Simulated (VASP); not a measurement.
# MnAs (P6_3/mmc) in VASP: notebook

The runs below take MnAs through single point, relaxation of cell and atoms, with PBE.

Program: VASP 6.6.1. These are calculated values, not measurements. Logs are shortened: lines on timing, memory, paths and dates and some standing lists are left out, and cuts for length are marked.

**1. The cell of the first run**

The structure is hexagonal, space group P6_3/mmc (No. 194). The conventional cell has a = 3.671 Å, b = 3.671 Å, c = 5.510 Å, α = 90.00°, β = 90.00°, γ = 120.00°. Within 3.3 Å of Mn (site symmetry -3m) lie 6 As at 2.53 Å and 2 Mn at 2.75 Å. Within 3.3 Å of As (site symmetry -6m2) lie 6 Mn at 2.53 Å.

**2. Single point, PBE, collinear spin, ferromagnetic start**

INCAR reads:

```
SYSTEM = MnAs
ALGO     = Normal         ! electronic algorithm
EDIFF    = 1E-6           ! SCF threshold, eV
ENCUT    = 520            ! plane-wave cutoff, eV
GGA      = PE             ! functional
ISIF     = 2              ! what is computed and relaxed
ISMEAR   = 0              ! smearing method
ISPIN    = 2              ! spin polarisation
LASPH    = .True.         ! aspherical terms in the spheres
LCHARG   = .False.        ! write CHGCAR
LMAXMIX  = 4              ! l up to which the mixer works
LORBIT   = 11             ! projections on sites
LREAL    = .False.        ! projectors in reciprocal space
LWAVE    = .False.        ! write WAVECAR
MAGMOM   = 3.5 3.5 0 0    ! initial moments
NBANDS   = 30             ! bands
NELM     = 150            ! most SCF steps
PREC     = Accurate       ! precision mode
SIGMA    = 0.05           ! smearing width, eV
```

KPOINTS reads:

```
k-points
0
Gamma
  6 6 4
  0 0 0
```

POSCAR reads:

```
MnAs
1.0
    3.6711820208      0.0000000000      0.0000000000
   -1.8355910104      3.1793368919      0.0000000000
    0.0000000000      0.0000000000      5.5095358651
Mn As
2 2
Direct
    0.0000000000      0.0000000000      0.0000000000
    0.0000000000      0.0000000000      0.5000000000
    0.3333333333      0.6666666667      0.2500000000
    0.6666666667      0.3333333333      0.7500000000
```

Potentials or basis: VASP PAW PBE potentials, release 64 (Mn_pv, As).

Command:

```sh
cat potpaw_PBE.64/Mn_pv/POTCAR potpaw_PBE.64/As/POTCAR > POTCAR
mpirun -np 1 vasp_std > vasp.out
```

OUTCAR:

```text
SYSTEM = MnAs
   EDIFF = 1E-6
   ENCUT = 520
   GGA = PE
   ISIF = 2
   ISMEAR = 0
   ISPIN = 2
   LASPH = .True.
   LORBIT = 11
   LREAL = .False.
   NELM = 150
   PREC = Accurate

 ion  position               nearest neighbor table
   1  0.000  0.000  0.000-   3 2.53   4 2.53   3 2.53   4 2.53   4 2.53   3 2.53   2 2.75   2 2.75

   2  0.000  0.000  0.500-   3 2.53   4 2.53   3 2.53   4 2.53   4 2.53   3 2.53   1 2.75   1 2.75

   3  0.333  0.667  0.250-   1 2.53   2 2.53   1 2.53   2 2.53   1 2.53   2 2.53
   4  0.667  0.333  0.750-   1 2.53   2 2.53   1 2.53   2 2.53   1 2.53   2 2.53

  LATTYP: Found a hexagonal cell.
 ALAT       =     3.6711820208
 C/A-ratio  =     1.5007525734

  Lattice vectors:

 A1 = (   3.6711820208,   0.0000000000,   0.0000000000)
 A2 = (  -1.8355910104,   3.1793368919,   0.0000000000)
 A3 = (   0.0000000000,   0.0000000000,   5.5095358651)

Analysis of symmetry for initial positions (statically):
=====================================================================
 Subroutine PRICEL returns:
 Original cell was already a primitive cell.

 Routine SETGRP: Setting up the symmetry group for a
 hexagonal supercell.

 Subroutine GETGRP returns: Found 24 space group operations
 (whereof 12 operations were pure point group operations)
 out of a pool of 24 trial point group operations.

The static configuration has the point symmetry D_3d.
 The point group associated with its full space group is D_6h.

Analysis of symmetry for dynamics (positions and initial velocities):
=====================================================================
 Subroutine PRICEL returns:
 Original cell was already a primitive cell.

 Routine SETGRP: Setting up the symmetry group for a
 hexagonal supercell.

 Subroutine GETGRP returns: Found 24 space group operations
 (whereof 12 operations were pure point group operations)
 out of a pool of 24 trial point group operations.

The dynamic configuration has the point symmetry D_3d.
 The point group associated with its full space group is D_6h.

Analysis of structural, dynamic, and magnetic symmetry:
=====================================================================
 Subroutine PRICEL returns:
 Original cell was already a primitive cell.

 Routine SETGRP: Setting up the symmetry group for a
 hexagonal supercell.

 Subroutine GETGRP returns: Found 24 space group operations
 (whereof 12 operations were pure point group operations)
 out of a pool of 24 trial point group operations.

The overall configuration has the point symmetry D_3d.
 The point group associated with its full space group is D_6h.

 Subroutine INISYM returns: Found 24 space group operations
 (whereof 12 operations are pure point group operations),
 and found     1 'primitive' translations

----------------------------------------------------------------------------------------

                                     Primitive cell

  volume of cell :      64.3069

  direct lattice vectors                    reciprocal lattice vectors
     3.671182021  0.000000000  0.000000000     0.272391833  0.157265498  0.000000000
    -1.835591010  3.179336892  0.000000000     0.000000000  0.314530996  0.000000000
     0.000000000  0.000000000  5.509535865     0.000000000  0.000000000  0.181503492

  length of vectors
     3.671182021  3.671182021  5.509535865     0.314530996  0.314530996  0.181503492

  position of ions in fractional coordinates (direct lattice)
     0.000000000  0.000000000  0.000000000
     0.000000000  0.000000000  0.500000000
     0.333333333  0.666666667  0.250000000
     0.666666667  0.333333333  0.750000000

  ion indices of the primitive-cell ions
   primitive index   ion index
                 1           1
                 2           2
                 3           3
                 4           4

----------------------------------------------------------------------------------------

 KPOINTS: k-points

Automatic generation of k-mesh.
 Grid dimensions read from file:
 generate k-points for:    6    6    4

 Generating k-lattice:

  Cartesian coordinates                     Fractional coordinates (reciprocal lattice)
     0.045398639  0.026210916  0.000000000     0.166666667  0.000000000  0.000000000
     0.000000000  0.052421833  0.000000000     0.000000000  0.166666667  0.000000000
     0.000000000  0.000000000  0.045375873     0.000000000  0.000000000  0.250000000

  Length of vectors
     0.052421833  0.052421833  0.045375873

  Shift w.r.t. Gamma in fractional coordinates (k-lattice)
     0.000000000  0.000000000  0.000000000

 Subroutine IBZKPT returns following result:
 ===========================================

 Found     21 irreducible k-points:

 Following reciprocal coordinates:
            Coordinates               Weight
  0.000000  0.000000  0.000000      1.000000
  0.166667  0.000000  0.000000      6.000000
  0.333333  0.000000  0.000000      6.000000
  0.500000  0.000000  0.000000      3.000000
  0.166667  0.166667  0.000000      6.000000
  0.333333  0.166667  0.000000     12.000000
[... 13 lines left out ...]
  0.333333  0.166667  0.500000     12.000000
  0.333333  0.333333  0.500000      2.000000
   k-points           NKPTS =     21   k-points in BZ     NKDIM =     21   number of bands    NBANDS=     30
   number of dos      NEDOS =    301   number of ions     NIONS =      4
   total plane-waves  NPLWV =  32928
   dimension x,y,z NGX =    28 NGY =   28 NGZ =   42
   dimension x,y,z NGXF=    56 NGYF=   56 NGZF=   84
   ions per type =               2   2
   NGX,Y,Z   is equivalent  to a cutoff of  12.68, 12.68, 12.67 a.u.
   NGXF,Y,Z  is equivalent  to a cutoff of  25.36, 25.36, 25.35 a.u.
 SYSTEM =  MnAs
   PREC   = accura    normal or accurate (medium, high low for compatibility)
   ISTART =      0    job   : 0-new  1-cont  2-samecut
   ICHARG =      2    charge: 1-file 2-atom 10-const
   ISPIN  =      2    spin polarized calculation?
   LNONCOLLINEAR =      F non collinear calculations
   LSORBIT =      F    spin-orbit coupling
   LASPH  =      T    aspherical Exc in radial PAW
   ENCUT  =  520.0 eV  38.22 Ry    6.18 a.u.   6.83  6.83 10.24*2*pi/ulx,y,z
   NELM   =    150;   NELMIN=  2; NELMDL= -5     # of ELM steps
   EDIFF  = 0.1E-05   stopping-criterion for ELM
   LREAL  =      F    real-space projection
   EDIFFG = 0.1E-04   stopping-criterion for IOM
   NSW    =      0    number of steps for IOM
   IBRION =     -1    ionic relax: 0-MD 1-quasi-New 2-CG
   NFREE  =      0    steps in history (QN), initial steepest desc. (CG)
   ISIF   =      2    stress and relaxation
   ISYM   =      2    0-nonsym 1-usesym 2-fastsym
   POTIM  = 0.5000    time-step for ionic-motion
   TEBEG  =    0.0;   TEEND  =   0.0 temperature during run
   PSTRESS=    0.0 pullay stress
   NELECT =      36.0000    total number of electrons
   NUPDOWN=      -1.0000    fix difference up-down
   EMIN   =  10.00;   EMAX   =-10.00  energy-range for DOS
   EFERMI =   0.00;   METHOD = LEGACY
   ISMEAR =     0;   SIGMA  =   0.05  broadening in eV -4-tet -1-fermi 0-gaus
   EFERMI_NEDOS =   21; number of points for ismear=-14 and -15
   IALGO  =     38    algorithm
   IMIX   =      4    mixing-type and parameters
     AMIX     =   0.40;   BMIX     =  1.00
     AMIX_MAG =   1.60;   BMIX_MAG =  1.00
  volume/ion in A,a.u.               =      16.08       108.49
  Fermi-wavevector in a.u.,A,eV,Ry     =   1.349242  2.549698 24.768778  1.820454
  Thomas-Fermi vector in A             =   2.476845
   LORBIT       =     11    0 simple, 1 ext, 2 COOP (PROOUT), +10 PAW based schemes
   GGA     = PE    functional components
   LHFCALC =     F    Hartree Fock is set to
   AEXX    =    0.0000 exact exchange contribution
   IVDW    =     0    specifies the selected vdW correction
   LEPSILON=     F    determine dielectric tensor
   LRPA    =     F    only Hartree local field effects (RPA)
 spin polarized calculation
 Gauss-broadening in eV      SIGMA  =   0.05
  energy-cutoff  :      520.00
  volume of cell :       64.31
 maximum number of plane-waves:      1752
 NGX is ok and might be reduce to    28
   NGX = 13   NGY = 13   NGZ = 21

 number of electron      35.9999975 magnetization       5.8779245

 Free energy of the ion-electron system (eV)
  ---------------------------------------------------
  ext. energy  EPLUGINS =         0.00000000
  ---------------------------------------------------
  free energy    TOTEN  =       -28.27927603 eV

  energy without entropy =      -28.27380746  energy(sigma->0) =      -28.27654174

 E-fermi :   7.3661     XC(G=0): -11.4307

 val. band max:        7.3659259304   @ k =   0.1667   0.0000   0.2500
 cond. band min:       7.3810772413   @ k =   0.1667   0.0000   0.0000
 fundamental gap:      0.0151513109
 Fermi energy:         7.3661091000

 spin component 1

 k-point     1 :       0.0000    0.0000    0.0000
  band No.  band energies     occupation
      1     -42.4566      1.00000
      2     -42.4566      1.00000
      3     -42.4428      1.00000
      4     -42.4428      1.00000
      5     -42.2493      1.00000
      6     -42.1115      1.00000
[... 682 lines left out ...]
     29      17.1199      0.00000
     30      17.1199      0.00000
 Fermi energy:         7.3661091000

 spin component 2

 k-point     1 :       0.0000    0.0000    0.0000
  band No.  band energies     occupation
      1     -39.2440      1.00000
      2     -39.2349      1.00000
      3     -39.2349      1.00000
      4     -39.2186      1.00000
      5     -39.2186      1.00000
      6     -39.0852      1.00000
[... 682 lines left out ...]
     29      17.5378      0.00000
     30      17.5378      0.00000

------------------------ aborting loop because EDIFF is reached ----------------------------------------

  FORCE on cell =-STRESS in cart. coord.  units (eV):
  Direction    XX          YY          ZZ          XY          YZ          ZX
  --------------------------------------------------------------------------------------
  -------------------------------------------------------------------------------------
  Total       -0.0453012     -0.0453012      0.0296978      0.0000000      0.0000000      0.0000000
  in kB       -1.1286580     -1.1286580      0.7399082      0.0000000      0.0000000      0.0000000
  external PRESSURE =      -0.5058026 kB  Pullay stress =       0.0000000 kB

 VOLUME and BASIS-vectors are now :
 -----------------------------------------------------------------------------
  energy-cutoff  :      520.00
  volume of cell :       64.31
      direct lattice vectors                 reciprocal lattice vectors
     3.671182021  0.000000000  0.000000000     0.272391833  0.157265498  0.000000000
    -1.835591010  3.179336892  0.000000000     0.000000000  0.314530996  0.000000000
     0.000000000  0.000000000  5.509535865     0.000000000  0.000000000  0.181503492

 POSITION                                       TOTAL-FORCE (eV/Angst)
 -----------------------------------------------------------------------------------
      0.00000      0.00000      0.00000         0.000000      0.000000      0.000000
      0.00000      0.00000      2.75477         0.000000      0.000000      0.000000
     -0.00000      2.11956      1.37738         0.000000      0.000000      0.000000
      1.83559      1.05978      4.13215        -0.000000      0.000000      0.000000
 -----------------------------------------------------------------------------------
    total drift:                               -0.000000      0.000000      0.000000

  FREE ENERGIE OF THE ION-ELECTRON SYSTEM (eV)
  ---------------------------------------------------
  free  energy   TOTEN  =       -28.2792760259 eV

  energy  without entropy=      -28.2738074552  energy(sigma->0) =      -28.27654174

 total charge

# of ion       s       p       d       tot
------------------------------------------
    1        0.292   6.265   5.101  11.658
    2        0.292   6.265   5.101  11.658
    3        1.217   1.534   0.059   2.810
    4        1.217   1.534   0.059   2.810
--------------------------------------------------
tot          3.018  15.599  10.319  28.937

 magnetization (x)

# of ion       s       p       d       tot
------------------------------------------
    1        0.033   0.027   2.931   2.990
    2        0.033   0.027   2.931   2.990
    3        0.002  -0.123   0.008  -0.112
    4        0.002  -0.123   0.008  -0.112
--------------------------------------------------
tot          0.070  -0.192   5.878   5.756
```

Run time: 35 s. Hardware: 1 thread of AMD EPYC 9R45 (Zen 5), shared host; peak memory 0.2 GiB.

Results:

* Free energy: -28.2793 eV
* Pressure: -0.1 GPa
* Net moment: 5.88 μB per cell
* Site moments: Mn +2.99; As -0.11 μB
* Valence electrons inside the program's atomic spheres: Mn 11.66; As 2.81

Stress tensor (GPa, compression positive):
```
-0.11  0.00  0.00
 0.00 -0.11  0.00
 0.00  0.00  0.07
```

Caveat: only a ferromagnetic start was run, and an antiferromagnetic order may lie lower in energy.

**3. Relaxation of cell and atoms, PBE, collinear spin, ferromagnetic start**

This run uses another cell than the first one, of 16.96 Å³/atom, 1.055 times its volume.

INCAR reads:

```
PREC = Accurate ; ENCUT = 600
EDIFF = 1E-7 ; ISMEAR = 0
SIGMA = 0.05 ; LREAL = False
LASPH = True ; NELM = 150
ALGO = Normal ; ISIF = 3
LWAVE = False ; LCHARG = False
ISPIN = 2 ; MAGMOM = 3.5 3.5 0 0
LORBIT = 11 ; LMAXMIX = 4
GGA = PE ; IBRION = 2
NSW = 80 ; EDIFFG = -0.03
```

KPOINTS reads:

```
regular mesh
0
Gamma
  6 6 4
```

POSCAR reads:

```
MnAs
1.0
    3.7100000000      0.0000000000      0.0000000000
   -1.8550000000      3.2129542480      0.0000000000
    0.0000000000      0.0000000000      5.6910000000
Mn As
2 2
Direct
    0.0000000000      0.0000000000      0.0000000000
    0.0000000000      0.0000000000      0.5000000000
    0.3333333333      0.6666666667      0.2500000000
    0.6666666667      0.3333333333      0.7500000000
```

Potentials or basis: VASP PAW PBE potentials, release 64 (Mn_pv, As).

Command:

```sh
cat potpaw_PBE.64/Mn_pv/POTCAR potpaw_PBE.64/As/POTCAR > POTCAR
mpirun -np 1 vasp_std > vasp.out
```

OUTCAR:

```text
PREC = Accurate
   ENCUT = 600
   EDIFF = 1E-7
   ISMEAR = 0
   LREAL = False
   LASPH = True
   NELM = 150
   ISIF = 3
   ISPIN = 2
   LORBIT = 11
   GGA = PE
   IBRION = 2
   NSW = 80
   EDIFFG = -0.03

 ion  position               nearest neighbor table
   1  0.000  0.000  0.000-   3 2.57   4 2.57   3 2.57   4 2.57   4 2.57   3 2.57   2 2.85   2 2.85

   2  0.000  0.000  0.500-   3 2.57   4 2.57   3 2.57   4 2.57   4 2.57   3 2.57   1 2.85   1 2.85

   3  0.333  0.667  0.250-   1 2.57   2 2.57   1 2.57   2 2.57   1 2.57   2 2.57
   4  0.667  0.333  0.750-   1 2.57   2 2.57   1 2.57   2 2.57   1 2.57   2 2.57

  LATTYP: Found a hexagonal cell.
 ALAT       =     3.7100000000
 C/A-ratio  =     1.5339622642

  Lattice vectors:

 A1 = (   3.7100000000,   0.0000000000,   0.0000000000)
 A2 = (  -1.8550000000,   3.2129542480,   0.0000000000)
 A3 = (   0.0000000000,   0.0000000000,   5.6910000000)

Analysis of symmetry for initial positions (statically):
=====================================================================
 Subroutine PRICEL returns:
 Original cell was already a primitive cell.

 Routine SETGRP: Setting up the symmetry group for a
 hexagonal supercell.

 Subroutine GETGRP returns: Found 24 space group operations
 (whereof 12 operations were pure point group operations)
 out of a pool of 24 trial point group operations.

[... 191 lines left out ...]
  external PRESSURE =     -34.0901699 kB  Pullay stress =       0.0000000 kB
[... 101 lines left out ...]
--------------------------------------- Ionic step        4  -------------------------------------------

 number of electron      36.0000002 magnetization       5.8513201

 Free energy of the ion-electron system (eV)
  ---------------------------------------------------
  ext. energy  EPLUGINS =         0.00000000
  ---------------------------------------------------
  free energy    TOTEN  =       -28.28027586 eV

  energy without entropy =      -28.27478173  energy(sigma->0) =      -28.27752879

 E-fermi :   7.3910     XC(G=0): -11.4442

 val. band max:        7.3710385613   @ k =   0.3333   0.3333   0.2500
 cond. band min:       7.3942213158   @ k =   0.1667   0.0000   0.2500
 fundamental gap:      0.0231827545
 Fermi energy:         7.3909554971

 spin component 1

 k-point     1 :       0.0000    0.0000    0.0000
  band No.  band energies     occupation
      1     -42.4187      1.00000
      2     -42.4187      1.00000
      3     -42.4056      1.00000
      4     -42.4056      1.00000
      5     -42.2160      1.00000
      6     -42.0841      1.00000
[... 598 lines left out ...]
     25      13.3215      0.00000
     26      13.3215      0.00000
 Fermi energy:         7.3909554971

 spin component 2

 k-point     1 :       0.0000    0.0000    0.0000
  band No.  band energies     occupation
      1     -39.2178      1.00000
      2     -39.2078      1.00000
      3     -39.2078      1.00000
      4     -39.1922      1.00000
      5     -39.1922      1.00000
      6     -39.0658      1.00000
[... 629 lines left out ...]
  FREE ENERGIE OF THE ION-ELECTRON SYSTEM (eV)
  ---------------------------------------------------
  free  energy   TOTEN  =       -28.2802758593 eV

  energy  without entropy=      -28.2747817294  energy(sigma->0) =      -28.27752879

 reached required accuracy - stopping structural energy minimisation

 total charge

# of ion       s       p       d       tot
------------------------------------------
    1        0.291   6.265   5.104  11.660
    2        0.291   6.265   5.104  11.660
    3        1.217   1.536   0.059   2.812
    4        1.217   1.536   0.059   2.812
--------------------------------------------------
tot          3.017  15.602  10.326  28.946

 magnetization (x)

# of ion       s       p       d       tot
------------------------------------------
    1        0.033   0.026   2.923   2.982
    2        0.033   0.026   2.923   2.982
    3        0.002  -0.123   0.008  -0.113
    4        0.002  -0.123   0.008  -0.113
--------------------------------------------------
tot          0.070  -0.195   5.861   5.736
```

Run time: 2.2 min. Hardware: 1 thread of AMD EPYC 9R45 (Zen 5), shared host; peak memory 0.24 GiB.

What came out:

```
Free energy                                           : -28.2803 eV
Relaxed volume                                        : 16.04 Å³/atom
Relaxed cell                                          : a = 3.658 Å, b = 3.658 Å, c = 5.534 Å, α = 90.00°, β = 90.00°, γ = 120.00°
Space group after relaxing (to 0.05 Å)                : P6_3/mmc (No. 194)
Energy gained by relaxing                             : 10.9 meV/atom
Ionic steps                                           : 4
Pressure after relaxing                               : 0.0 GPa
Net moment                                            : 5.85 μB per cell
Site moments                                          : Mn +2.98; As -0.11 μB
Valence electrons inside the program's atomic spheres : Mn 11.66; As 2.81
```

Stress tensor (GPa, compression positive):
```
 0.13  0.00  0.00
 0.00  0.13  0.00
 0.00  0.00 -0.15
```

Step by step:
```tsv
step	energy change (eV)	largest force (eV/Å)	pressure (GPa)	volume (Å³)
1	0.0000	0.0000	-3.41	67.84
2	-0.0435	0.0000	-0.33	64.35
3	-0.0433	0.0000	0.58	63.86
4	-0.0437	0.0000	0.04	64.15
```

Final structure:
```cif
data_structure
_symmetry_space_group_name_H-M 'P 1'
_symmetry_Int_Tables_number 1
_cell_length_a 3.6584
_cell_length_b 3.6584
_cell_length_c 5.5342
_cell_angle_alpha 90.000
_cell_angle_beta 90.000
_cell_angle_gamma 120.000
_cell_volume 64.15
loop_
_atom_site_label
_atom_site_type_symbol
_atom_site_fract_x
_atom_site_fract_y
_atom_site_fract_z
_atom_site_occupancy
Mn1 Mn 0.00000 0.00000 0.00000 1
Mn2 Mn 0.00000 0.00000 0.50000 1
As1 As 0.33333 0.66667 0.25000 1
As2 As 0.66667 0.33333 0.75000 1
```

Caveat: only a ferromagnetic start was run, and an antiferromagnetic order may lie lower in energy.
